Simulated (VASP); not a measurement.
A run of VASP 6.6.1:

Contents of INCAR:

```
PREC = Accurate
ENCUT = 520
EDIFF = 1E-7
ISMEAR = 0
SIGMA = 0.1
LREAL = False
LASPH = True
NELM = 100
ALGO = Normal
ISIF = 2
LWAVE = False
LCHARG = True
LELF = True
LVHAR = True
NBANDS = 48
```

The input KPOINTS:

```
regular mesh
0
Gamma
  6 6 2
```

Contents of POSCAR:

```
Hf2SnC
1.0
    3.3267918323      0.0000000000      0.0000000000
   -1.6633959161      2.8810862398      0.0000000000
    0.0000000000      0.0000000000     14.4162795200
Hf Sn C
4 2 2
Direct
    0.3333333300      0.6666666700      0.0843876500
    0.6666666700      0.3333333300      0.5843876500
    0.6666666700      0.3333333300      0.9156123500
    0.3333333300      0.6666666700      0.4156123500
    0.3333333300      0.6666666700      0.7500000000
    0.6666666700      0.3333333300      0.2500000000
    0.0000000000      0.0000000000      0.0000000000
    0.0000000000      0.0000000000      0.5000000000
```

Potentials or basis: VASP PAW LDA potentials, release 64 (Hf_pv, Sn_d, C).

Launch:

```sh
$ cat potpaw_LDA.64/Hf_pv/POTCAR potpaw_LDA.64/Sn_d/POTCAR potpaw_LDA.64/C/POTCAR > POTCAR
$ mpirun -np 1 vasp_std > vasp.out
```

Hardware: 1 thread of Intel(R) Xeon(R) Platinum 8375C CPU @ 2.90GHz (Ice Lake), on a shared host.

Task: How long does it take, and how much memory?

Result: Run time: 99 s on 1 thread of Intel(R) Xeon(R) Platinum 8375C CPU @ 2.90GHz (Ice Lake), on a shared host, peak memory 0.27 GiB. Counts: scf iterations 16, k points 14.
